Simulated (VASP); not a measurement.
# CdF2 (Fm-3m) in VASP: single point with r2SCAN

Aim: the single point of CdF2 with r2SCAN.

All numbers are computed with VASP 6.6.1; they aren't measurements. Logs are shortened: lines on timing, memory, paths and dates and some standing lists are left out, and cuts for length are marked.

**1. The cell of the first run**

The structure is cubic, space group Fm-3m (No. 225). Conventional cell: a = 5.365 Å, b = 5.365 Å, c = 5.365 Å, α = 90.00°, β = 90.00°, γ = 90.00°. Within 3.1 Å of Cd (site symmetry m-3m) lie 8 F at 2.32 Å. Within 3.1 Å of F (site symmetry -43m) lie 4 Cd at 2.32 Å and 6 F at 2.68 Å.

**2. Single point, r2SCAN**

The input, POSCAR:

```
CdF2
1.0
    0.0000000000      2.6825809959      2.6825809959
    2.6825809959      0.0000000000      2.6825809959
    2.6825809959      2.6825809959      0.0000000000
Cd F
1 2
Direct
    0.0000000000      0.0000000000      0.0000000000
    0.2500000000      0.2500000000      0.2500000000
    0.7500000000      0.7500000000      0.7500000000
```

The input, INCAR.step1:

```
ALGO = Normal
EDIFF = 1E-5
ENCUT = 770
GGA = PE
GGA_COMPAT = F
ISMEAR = 0
LASPH = T
LCHARG = F
LREAL = F
LWAVE = T
NBANDS = 24
NELM = 120
PREC = Accurate
SIGMA = 0.01
```

The input, INCAR.step2:

```
ALGO = Normal
EDIFF = 1E-6
ENCUT = 770
GGA_COMPAT = F
ISIF = 2
ISMEAR = 0
ISTART = 1
LASPH = T
LCHARG = F
LMIXTAU = T
LREAL = F
LWAVE = F
METAGGA = R2SCAN
NBANDS = 24
NELM = 120
PREC = Accurate
SIGMA = 0.01
```

The input, KPOINTS:

```
k-points
0
Gamma
  8 8 8
```

Potentials or basis: VASP PAW PBE potentials, release 64 (Cd_sv_GW, F).

Command:

```bash
> cat potpaw_PBE.64/Cd_sv_GW/POTCAR potpaw_PBE.64/F/POTCAR > POTCAR
> cp INCAR.step1 INCAR
> mpirun -np 1 vasp_std > vasp.out
> cp INCAR.step2 INCAR
> mpirun -np 1 vasp_std > vasp.out
```

OUTCAR:

```text
EDIFF = 1E-6
   ENCUT = 770
   ISIF = 2
   ISMEAR = 0
   ISTART = 1
   LASPH = T
   LREAL = F
   METAGGA = R2SCAN
   NELM = 120
   PREC = Accurate

 ion  position               nearest neighbor table
   1  0.000  0.000  0.000-
   2  0.250  0.250  0.250-
   3  0.750  0.750  0.750-

  LATTYP: Found a face centered cubic cell.
 ALAT       =     5.3651619918

  Lattice vectors:

 A1 = (   0.0000000000,   2.6825809959,   2.6825809959)
 A2 = (   2.6825809959,   0.0000000000,   2.6825809959)
 A3 = (   2.6825809959,   2.6825809959,   0.0000000000)

Analysis of symmetry for initial positions (statically):
=====================================================================
 Subroutine PRICEL returns:
 Original cell was already a primitive cell.

 Routine SETGRP: Setting up the symmetry group for a
 face centered cubic supercell.

 Subroutine GETGRP returns: Found 48 space group operations
 (whereof 48 operations were pure point group operations)
 out of a pool of 48 trial point group operations.

The static configuration has the point symmetry O_h .

Analysis of symmetry for dynamics (positions and initial velocities):
=====================================================================
 Subroutine PRICEL returns:
 Original cell was already a primitive cell.

 Routine SETGRP: Setting up the symmetry group for a
 face centered cubic supercell.

 Subroutine GETGRP returns: Found 48 space group operations
 (whereof 48 operations were pure point group operations)
 out of a pool of 48 trial point group operations.

The dynamic configuration has the point symmetry O_h .

 Subroutine INISYM returns: Found 48 space group operations
 (whereof 48 operations are pure point group operations),
 and found     1 'primitive' translations

----------------------------------------------------------------------------------------

                                     Primitive cell

  volume of cell :      38.6090

  direct lattice vectors                    reciprocal lattice vectors
[... 80 lines left out ...]
   PREC   = accura    normal or accurate (medium, high low for compatibility)
   ISTART =      1    job   : 0-new  1-cont  2-samecut
   ICHARG =      0    charge: 1-file 2-atom 10-const
   ISPIN  =      1    spin polarized calculation?
   LNONCOLLINEAR =      F non collinear calculations
   LSORBIT =      F    spin-orbit coupling
   LASPH  =      T    aspherical Exc in radial PAW
   ENCUT  =  770.0 eV  56.59 Ry    7.52 a.u.   8.58  8.58  8.58*2*pi/ulx,y,z
   NELM   =    120;   NELMIN=  2; NELMDL=  0     # of ELM steps
   EDIFF  = 0.1E-05   stopping-criterion for ELM
   LREAL  =      F    real-space projection
   EDIFFG = 0.1E-04   stopping-criterion for IOM
   NSW    =      0    number of steps for IOM
   IBRION =     -1    ionic relax: 0-MD 1-quasi-New 2-CG
   NFREE  =      0    steps in history (QN), initial steepest desc. (CG)
   ISIF   =      2    stress and relaxation
   ISYM   =      2    0-nonsym 1-usesym 2-fastsym
   POTIM  = 0.5000    time-step for ionic-motion
   TEBEG  =    0.0;   TEEND  =   0.0 temperature during run
   PSTRESS=    0.0 pullay stress
   NELECT =      34.0000    total number of electrons
   NUPDOWN=      -1.0000    fix difference up-down
   EMIN   =  10.00;   EMAX   =-10.00  energy-range for DOS
   EFERMI =   0.00;   METHOD = LEGACY
   ISMEAR =     0;   SIGMA  =   0.01  broadening in eV -4-tet -1-fermi 0-gaus
   EFERMI_NEDOS =   21; number of points for ismear=-14 and -15
   IALGO  =     38    algorithm
   IMIX   =      4    mixing-type and parameters
     AMIX     =   0.40;   BMIX     =  1.00
     AMIX_MAG =   1.60;   BMIX_MAG =  1.00
  volume/ion in A,a.u.               =      12.87        86.85
  Fermi-wavevector in a.u.,A,eV,Ry     =   1.569176  2.965312 33.501802  2.462313
  Thomas-Fermi vector in A             =   2.671097
   LORBIT       =      0    0 simple, 1 ext, 2 COOP (PROOUT), +10 PAW based schemes
   METAGGA = R2SCAN    functional components
   LHFCALC =     F    Hartree Fock is set to
   AEXX    =    0.0000 exact exchange contribution
   IVDW    =     0    specifies the selected vdW correction
   LEPSILON=     F    determine dielectric tensor
   LRPA    =     F    only Hartree local field effects (RPA)
 non-spin polarized calculation
 Gauss-broadening in eV      SIGMA  =   0.01
  energy-cutoff  :      770.00
  volume of cell :       38.61
 maximum number of plane-waves:      1895
 NGX is ok and might be reduce to    36
   NGX = 17   NGY = 17   NGZ = 17

 number of electron      33.9999995 magnetization

 Free energy of the ion-electron system (eV)
  ---------------------------------------------------
  ext. energy  EPLUGINS =         0.00000000
  ---------------------------------------------------
  free energy    TOTEN  =       -33.84321024 eV

  energy without entropy =      -33.84321024  energy(sigma->0) =      -33.84321024

 E-fermi :   0.5616     XC(G=0): -11.2834

 val. band max:        0.1933797671   @ k =  -0.2500   0.5000   0.2500
 cond. band min:       4.0293952312   @ k =   0.0000   0.0000   0.0000
 fundamental gap:      3.8360154641
 Fermi energy:         0.5615627572

 k-point     1 :       0.0000    0.0000    0.0000
  band No.  band energies     occupation
      1    -100.7604      2.00000
      2     -60.9604      2.00000
      3     -60.9604      2.00000
      4     -60.9604      2.00000
      5     -21.8013      2.00000
      6     -20.7074      2.00000
[... 637 lines left out ...]
     23      19.7932      0.00000
     24      23.3399      0.00000

 [... further k-points ...]

------------------------ aborting loop because EDIFF is reached ----------------------------------------

  FORCE on cell =-STRESS in cart. coord.  units (eV):
  Direction    XX          YY          ZZ          XY          YZ          ZX
  --------------------------------------------------------------------------------------
  -------------------------------------------------------------------------------------
  Total        0.2615013      0.2615013      0.2615013     -0.0000000      0.0000000      0.0000000
  in kB       10.8516549     10.8516549     10.8516549     -0.0000000      0.0000000      0.0000000
  external PRESSURE =      10.8516549 kB  Pullay stress =       0.0000000 kB

 VOLUME and BASIS-vectors are now :
 -----------------------------------------------------------------------------
  energy-cutoff  :      770.00
  volume of cell :       38.61
      direct lattice vectors                 reciprocal lattice vectors
     0.000000000  2.682580996  2.682580996    -0.186387662  0.186387662  0.186387662
     2.682580996  0.000000000  2.682580996     0.186387662 -0.186387662  0.186387662
     2.682580996  2.682580996  0.000000000     0.186387662  0.186387662 -0.186387662

 POSITION                                       TOTAL-FORCE (eV/Angst)
 -----------------------------------------------------------------------------------
      0.00000      0.00000      0.00000        -0.000000      0.000000      0.000000
      1.34129      1.34129      1.34129        -0.000000     -0.000000     -0.000000
      4.02387      4.02387      4.02387         0.000000      0.000000     -0.000000
 -----------------------------------------------------------------------------------
    total drift:                               -0.000000      0.000000      0.000000

  FREE ENERGIE OF THE ION-ELECTRON SYSTEM (eV)
  ---------------------------------------------------
  free  energy   TOTEN  =       -33.8432102364 eV

  energy  without entropy=      -33.8432102364  energy(sigma->0) =      -33.84321024
```

OUTCAR.step1:

```text
EDIFF = 1E-5
   ENCUT = 770
   GGA = PE
   ISMEAR = 0
[... 874 lines left out ...]
      0.00000      0.00000      0.00000         0.000000      0.000000     -0.000000
      1.34129      1.34129      1.34129        -0.000000     -0.000000     -0.000000
      4.02387      4.02387      4.02387         0.000000      0.000000      0.000000
 -----------------------------------------------------------------------------------
    total drift:                               -0.000000      0.000000      0.000000

  FREE ENERGIE OF THE ION-ELECTRON SYSTEM (eV)
  ---------------------------------------------------
  free  energy   TOTEN  =       -10.9634486704 eV

  energy  without entropy=      -10.9634486704  energy(sigma->0) =      -10.96344867
```

OSZICAR.step1:

```text
N       E                     dE             d eps       ncg     rms          rms(c)
DAV:   1     0.715094168368E+03    0.71509E+03   -0.24390E+04  1400   0.252E+03
DAV:   2     0.572849513866E+02   -0.65781E+03   -0.59838E+03  1392   0.732E+02
DAV:   3    -0.993234520321E+01   -0.67217E+02   -0.66241E+02  2104   0.261E+02
DAV:   4    -0.125451694617E+02   -0.26128E+01   -0.26119E+01  1656   0.559E+01
DAV:   5    -0.126312148313E+02   -0.86045E-01   -0.86037E-01  2024   0.989E+00    0.128E+01
DAV:   6    -0.109649642203E+02    0.16663E+01   -0.38958E+00  2040   0.480E+01    0.106E+01
DAV:   7    -0.109740091045E+02   -0.90449E-02   -0.46632E-01  1408   0.706E+00    0.703E+00
DAV:   8    -0.109727055021E+02    0.13036E-02   -0.13928E-01  1896   0.664E+00    0.146E+00
DAV:   9    -0.109632387654E+02    0.94667E-02   -0.37256E-02  2080   0.468E+00    0.270E-01
DAV:  10    -0.109633985333E+02   -0.15977E-03   -0.23898E-03  1800   0.592E-01    0.202E-01
DAV:  11    -0.109634453315E+02   -0.46798E-04   -0.33686E-04  2000   0.520E-01    0.415E-02
DAV:  12    -0.109634486704E+02   -0.33389E-05   -0.37802E-05  1728   0.609E-02
   1 F= -.10963449E+02 E0= -.10963449E+02  d E =-.162255E-93
```

Run time: 2.3 min. Hardware: 1 thread of AMD EPYC 9R45 (Zen 5), shared host; peak memory 0.22 GiB.

Results:

* Free energy: -33.8432 eV
* Pressure: 1.1 GPa
* Band gap on the k mesh: 3.84 eV (least direct gap 4.34 eV)

Caveat: the PAW data sets were made with another functional, which shifts forces and pressure a little. r2SCAN opens gaps a little over a GGA but as a rule still falls short of measured ones.
